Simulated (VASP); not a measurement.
# TiAl2 (Cmmm) in VASP: single point with r2SCAN

Aim: the single point of TiAl2 with r2SCAN.

Program: VASP 6.6.1. These are calculated values, not measurements. Logs are shortened: lines on timing, memory, paths and dates and some standing lists are left out, and cuts for length are marked.

## (1) The cell of the first run

Symmetry: Cmmm, No. 65, orthorhombic system. The conventional cell has a = 3.959 Å, b = 12.094 Å, c = 4.032 Å, α = 90.00°, β = 90.00°, γ = 90.00°. Ti (site symmetry m2m) has 10 Al at 2.68 to 2.92 Å and 3 Ti at 3.14 to 3.60 Å within 3.7 Å. Within 3.5 Å of Al (site symmetry mmm) lie 4 Ti at 2.68 Å and 8 Al at 2.83 to 2.93 Å. Within 3.5 Å of Al (site symmetry m2m) lie 6 Al at 2.67 to 2.93 Å and 6 Ti at 2.84 to 2.92 Å. Al (site symmetry mmm) has 4 Ti at 2.70 Å and 8 Al at 2.83 to 2.91 Å within 3.6 Å.

## (2) Single point, r2SCAN

File POSCAR:

```
TiAl2
1.0
    1.9795500000     -6.0472000000      0.0000000000
    1.9795500000      6.0472000000      0.0000000000
    0.0000000000      0.0000000000      4.0315000000
Ti Al
2 4
Direct
    0.6490000000      0.3510000000      0.0000000000
    0.3510000000      0.6490000000      0.0000000000
    0.0000000000      0.0000000000      0.0000000000
    0.8240000000      0.1760000000      0.5000000000
    0.1760000000      0.8240000000      0.5000000000
    0.5000000000      0.5000000000      0.5000000000
```

File INCAR.step1:

```
SYSTEM = TiAl2
  PREC = Accurate
  ENCUT = 520
  ISMEAR = -1
  SIGMA = 0.5
  LREAL = .False.
  LASPH = .True.
  NELM = 100
  NBANDS = 27
  GGA = PE
  ALGO = Normal
  EDIFF = 1E-4
  LWAVE = .True.
  LCHARG = .False.
```

File INCAR.step2:

```
SYSTEM = TiAl2
  PREC = Accurate
  ENCUT = 520
  EDIFF = 1E-7
  ISMEAR = -1
  SIGMA = 0.5
  LREAL = .False.
  LASPH = .True.
  NELM = 100
  ALGO = Normal
  ISIF = 2
  LWAVE = .False.
  LCHARG = .False.
  METAGGA = R2SCAN
  LMIXTAU = .True.
  NBANDS = 27
  ISTART = 1
```

File KPOINTS:

```
regular mesh
0
Gamma
  10 10 10
  0 0 0
```

Potentials or basis: VASP PAW PBE potentials, release 64 (Ti_sv, Al).

On the command line:

```bash
cat potpaw_PBE.64/Ti_sv/POTCAR potpaw_PBE.64/Al/POTCAR > POTCAR
cp INCAR.step1 INCAR
mpirun -np 1 vasp_std > vasp.out
cp INCAR.step2 INCAR
mpirun -np 1 vasp_std > vasp.out
```

OUTCAR:

```text
SYSTEM = TiAl2
   PREC = Accurate
   ENCUT = 520
   EDIFF = 1E-7
   ISMEAR = -1
   LREAL = .False.
   LASPH = .True.
   NELM = 100
   ISIF = 2
   METAGGA = R2SCAN
   ISTART = 1

 ion  position               nearest neighbor table
   1  0.649  0.351  0.000-   3 2.68   3 2.68   6 2.70   6 2.70   5 2.84   5 2.84   5 2.84   5 2.84
                             4 2.92   4 2.92
   2  0.351  0.649  0.000-   3 2.68   3 2.68   6 2.70   6 2.70   4 2.84   4 2.84   4 2.84   4 2.84
                             5 2.92   5 2.92
   3  0.000  0.000  0.000-   1 2.68   2 2.68   1 2.68   2 2.68   6 2.83   6 2.83   6 2.83   6 2.83
                             4 2.93   4 2.93   5 2.93   5 2.93
   4  0.824  0.176  0.500-   5 2.67   5 2.67   2 2.84   2 2.84   2 2.84   2 2.84   6 2.91   6 2.91
                             1 2.92   1 2.92   3 2.93   3 2.93
   5  0.176  0.824  0.500-   4 2.67   4 2.67   1 2.84   1 2.84   1 2.84   1 2.84   6 2.91   6 2.91
                             2 2.92   2 2.92   3 2.93   3 2.93
   6  0.500  0.500  0.500-   1 2.70   2 2.70   1 2.70   2 2.70   3 2.83   3 2.83   3 2.83   3 2.83
                             5 2.91   4 2.91   5 2.91   4 2.91

  LATTYP: Found a base centered orthorhombic cell.
 ALAT       =     3.9591000000
 B/A-ratio  =     3.0548356950
 C/A-ratio  =     1.0182869844

  Lattice vectors:

 A1 = (   1.9795500000,  -6.0472000000,   0.0000000000)
 A2 = (   1.9795500000,   6.0472000000,   0.0000000000)
 A3 = (   0.0000000000,   0.0000000000,   4.0315000000)

Analysis of symmetry for initial positions (statically):
=====================================================================
 Subroutine PRICEL returns:
 Original cell was already a primitive cell.

 Routine SETGRP: Setting up the symmetry group for a
 base centered orthorhombic supercell.

 Subroutine GETGRP returns: Found  8 space group operations
 (whereof  8 operations were pure point group operations)
 out of a pool of  8 trial point group operations.

The static configuration has the point symmetry D_2h.

Analysis of symmetry for dynamics (positions and initial velocities):
=====================================================================
 Subroutine PRICEL returns:
 Original cell was already a primitive cell.

 Routine SETGRP: Setting up the symmetry group for a
 base centered orthorhombic supercell.

 Subroutine GETGRP returns: Found  8 space group operations
 (whereof  8 operations were pure point group operations)
 out of a pool of  8 trial point group operations.

The dynamic configuration has the point symmetry D_2h.

 Subroutine INISYM returns: Found  8 space group operations
 (whereof  8 operations are pure point group operations),
 and found     1 'primitive' translations

----------------------------------------------------------------------------------------

                                     Primitive cell

  volume of cell :      96.5200

  direct lattice vectors                    reciprocal lattice vectors
     1.979550000 -6.047200000  0.000000000     0.252582658 -0.082682895  0.000000000
     1.979550000  6.047200000  0.000000000     0.252582658  0.082682895  0.000000000
     0.000000000  0.000000000  4.031500000     0.000000000  0.000000000  0.248046633

  length of vectors
     6.362958906  6.362958906  4.031500000     0.265771443  0.265771443  0.248046633

  position of ions in fractional coordinates (direct lattice)
     0.649000000  0.351000000  0.000000000
     0.351000000  0.649000000  0.000000000
     0.000000000  0.000000000  0.000000000
     0.824000000  0.176000000  0.500000000
     0.176000000  0.824000000  0.500000000
     0.500000000  0.500000000  0.500000000

  ion indices of the primitive-cell ions
   primitive index   ion index
                 1           1
                 2           2
                 3           3
                 4           4
                 5           5
                 6           6

----------------------------------------------------------------------------------------

 KPOINTS: regular mesh

Automatic generation of k-mesh.
 Grid dimensions read from file:
 generate k-points for:   10   10   10

 Generating k-lattice:

  Cartesian coordinates                     Fractional coordinates (reciprocal lattice)
     0.025258266 -0.008268289  0.000000000     0.100000000  0.000000000  0.000000000
     0.025258266  0.008268289  0.000000000     0.000000000  0.100000000  0.000000000
     0.000000000  0.000000000  0.024804663     0.000000000  0.000000000  0.100000000

  Length of vectors
     0.026577144  0.026577144  0.024804663

  Shift w.r.t. Gamma in fractional coordinates (k-lattice)
     0.000000000  0.000000000  0.000000000

 Subroutine IBZKPT returns following result:
 ===========================================

 Found    186 irreducible k-points:

 Following reciprocal coordinates:
            Coordinates               Weight
  0.000000  0.000000  0.000000      1.000000
  0.100000  0.000000  0.000000      4.000000
  0.200000  0.000000  0.000000      4.000000
  0.300000  0.000000  0.000000      4.000000
  0.400000  0.000000  0.000000      4.000000
  0.500000  0.000000  0.000000      2.000000
[... 16 lines left out ...]
  0.300000  0.300000  0.000000      2.000000
  0.400000  0.300000  0.000000      4.000000
 [... further k-points ...]
   k-points           NKPTS =    186   k-points in BZ     NKDIM =    186   number of bands    NBANDS=     27
   number of dos      NEDOS =    301   number of ions     NIONS =      6
   total plane-waves  NPLWV =  69120
   dimension x,y,z NGX =    48 NGY =   48 NGZ =   30
   dimension x,y,z NGXF=    96 NGYF=   96 NGZF=   60
   ions per type =               2   4
   NGX,Y,Z   is equivalent  to a cutoff of  12.54, 12.54, 12.37 a.u.
   NGXF,Y,Z  is equivalent  to a cutoff of  25.08, 25.08, 24.74 a.u.
 SYSTEM =  TiAl2
   PREC   = accura    normal or accurate (medium, high low for compatibility)
   ISTART =      1    job   : 0-new  1-cont  2-samecut
   ICHARG =      0    charge: 1-file 2-atom 10-const
   ISPIN  =      1    spin polarized calculation?
   LNONCOLLINEAR =      F non collinear calculations
   LSORBIT =      F    spin-orbit coupling
   LASPH  =      T    aspherical Exc in radial PAW
   ENCUT  =  520.0 eV  38.22 Ry    6.18 a.u.  11.83 11.83  7.50*2*pi/ulx,y,z
   NELM   =    100;   NELMIN=  2; NELMDL=  0     # of ELM steps
   EDIFF  = 0.1E-06   stopping-criterion for ELM
   LREAL  =      F    real-space projection
   EDIFFG = 0.1E-05   stopping-criterion for IOM
   NSW    =      0    number of steps for IOM
   IBRION =     -1    ionic relax: 0-MD 1-quasi-New 2-CG
   NFREE  =      0    steps in history (QN), initial steepest desc. (CG)
   ISIF   =      2    stress and relaxation
   ISYM   =      2    0-nonsym 1-usesym 2-fastsym
   POTIM  = 0.5000    time-step for ionic-motion
   TEBEG  =    0.0;   TEEND  =   0.0 temperature during run
   PSTRESS=    0.0 pullay stress
   NELECT =      36.0000    total number of electrons
   NUPDOWN=      -1.0000    fix difference up-down
   EMIN   =  10.00;   EMAX   =-10.00  energy-range for DOS
   EFERMI =   0.00;   METHOD = LEGACY
   ISMEAR =    -1;   SIGMA  =   0.50  broadening in eV -4-tet -1-fermi 0-gaus
   EFERMI_NEDOS =   21; number of points for ismear=-14 and -15
   IALGO  =     38    algorithm
   IMIX   =      4    mixing-type and parameters
     AMIX     =   0.40;   BMIX     =  1.00
     AMIX_MAG =   1.60;   BMIX_MAG =  1.00
  volume/ion in A,a.u.               =      16.09       108.56
  Fermi-wavevector in a.u.,A,eV,Ry     =   1.178428  2.226907 18.894320  1.388693
  Thomas-Fermi vector in A             =   2.314757
   LORBIT       =      0    0 simple, 1 ext, 2 COOP (PROOUT), +10 PAW based schemes
   METAGGA = R2SCAN    functional components
   LHFCALC =     F    Hartree Fock is set to
   AEXX    =    0.0000 exact exchange contribution
   IVDW    =     0    specifies the selected vdW correction
   LEPSILON=     F    determine dielectric tensor
   LRPA    =     F    only Hartree local field effects (RPA)
 non-spin polarized calculation
  energy-cutoff  :      520.00
  volume of cell :       96.52
 maximum number of plane-waves:      2638
   NGX = 23   NGY = 23   NGZ = 15

 number of electron      36.0000003 magnetization

 Free energy of the ion-electron system (eV)
  ---------------------------------------------------
  ext. energy  EPLUGINS =         0.00000000
  ---------------------------------------------------
  free energy    TOTEN  =       -56.87522114 eV

  energy without entropy =      -54.02615920  energy(sigma->0) =      -55.45069017

 E-fermi :   8.4192     XC(G=0): -11.5650

 val. band max:        8.4077513502   @ k =  -0.2000   0.1000   0.2000
 cond. band min:       8.4196205411   @ k =  -0.4000   0.2000   0.3000
 fundamental gap:      0.0118691908
 Fermi energy:         8.4191949964

 k-point     1 :       0.0000    0.0000    0.0000
  band No.  band energies     occupation
      1     -50.5661      2.00000
      2     -50.5476      2.00000
      3     -25.8579      2.00000
      4     -25.8533      2.00000
      5     -25.8348      2.00000
      6     -25.8346      2.00000
[... 19 lines left out ...]
     26      12.2622      0.00092
     27      12.4328      0.00065

 k-point     2 :       0.1000    0.0000    0.0000
  band No.  band energies     occupation
      1     -50.5656      2.00000
      2     -50.5480      2.00000
      3     -25.8572      2.00000
      4     -25.8531      2.00000
      5     -25.8373      2.00000
      6     -25.8350      2.00000
[... 19 lines left out ...]
     26      12.3738      0.00073
     27      12.8334      0.00029

 k-point     3 :       0.2000    0.0000    0.0000
  band No.  band energies     occupation
      1     -50.5641      2.00000
      2     -50.5491      2.00000
      3     -25.8552      2.00000
      4     -25.8536      2.00000
      5     -25.8434      2.00000
      6     -25.8362      2.00000
[... 594 lines left out ...]
      1     -50.5579      2.00000
      2     -50.5543      2.00000
      3     -25.8635      2.00000
      4     -25.8489      2.00000
      5     -25.8467      2.00000
      6     -25.8429      2.00000
[... 19 lines left out ...]
     26      11.7028      0.00281
     27      12.3468      0.00078

 k-point    24 :       0.4000    0.3000    0.0000
  band No.  band energies     occupation
      1     -50.5605      2.00000
      2     -50.5522      2.00000
      3     -25.8573      2.00000
      4     -25.8501      2.00000
      5     -25.8414      2.00000
      6     -25.8403      2.00000
[... 19 lines left out ...]
     26      11.7400      0.00261
     27      11.8258      0.00220

 [... further k-points ...]

------------------------ aborting loop because EDIFF is reached ----------------------------------------

  FORCE on cell =-STRESS in cart. coord.  units (eV):
  Direction    XX          YY          ZZ          XY          YZ          ZX
  --------------------------------------------------------------------------------------
  -------------------------------------------------------------------------------------
  Total        0.6645515      1.0946459     -0.7503830      0.0000000      0.0000000      0.0000000
  in kB       11.0311740     18.1704950    -12.4559290      0.0000000      0.0000000      0.0000000
  external PRESSURE =       5.5819133 kB  Pullay stress =       0.0000000 kB

 VOLUME and BASIS-vectors are now :
 -----------------------------------------------------------------------------
  energy-cutoff  :      520.00
  volume of cell :       96.52
      direct lattice vectors                 reciprocal lattice vectors
     1.979550000 -6.047200000  0.000000000     0.252582658 -0.082682895  0.000000000
     1.979550000  6.047200000  0.000000000     0.252582658  0.082682895  0.000000000
     0.000000000  0.000000000  4.031500000     0.000000000  0.000000000  0.248046633

 POSITION                                       TOTAL-FORCE (eV/Angst)
 -----------------------------------------------------------------------------------
      1.97955     -1.80207      0.00000         0.000000     -0.902962     -0.000000
      1.97955      1.80207      0.00000         0.000000      0.902962      0.000000
      0.00000      0.00000      0.00000         0.000000      0.000000      0.000000
      1.97955     -3.91859      2.01575         0.000000     -0.319001      0.000000
      1.97955      3.91859      2.01575         0.000000      0.319001     -0.000000
      1.97955      0.00000      2.01575        -0.000000      0.000000      0.000000
 -----------------------------------------------------------------------------------
    total drift:                                0.000000     -0.000000      0.000000

  FREE ENERGIE OF THE ION-ELECTRON SYSTEM (eV)
  ---------------------------------------------------
  free  energy   TOTEN  =       -56.8752211410 eV

  energy  without entropy=      -54.0261592009  energy(sigma->0) =      -55.45069017
```

It took 45 min on 1 thread of Intel Xeon Platinum 8259CL at 2.50GHz (Skylake/Cascade Lake), shared host; peak memory 0.56 GiB.

Results:

| Item | Value |
| --- | --- |
| Free energy | -56.8752 eV |
| Pressure | 0.6 GPa |
| Largest force | 0.903 eV/Å |
| Band gap on the k mesh | zero (bands 18 and 19 overlap by 1.20 eV) |

Forces on the atoms (eV/Å):
```
Ti   0.000 -0.903  0.000
Ti   0.000  0.903  0.000
Al   0.000  0.000  0.000
Al   0.000 -0.319  0.000
Al   0.000  0.319  0.000
Al   0.000  0.000  0.000
```

Caveat: so wide a smearing shifts energies and pressures; the PAW data sets were made with another functional, which shifts forces and pressure a little.
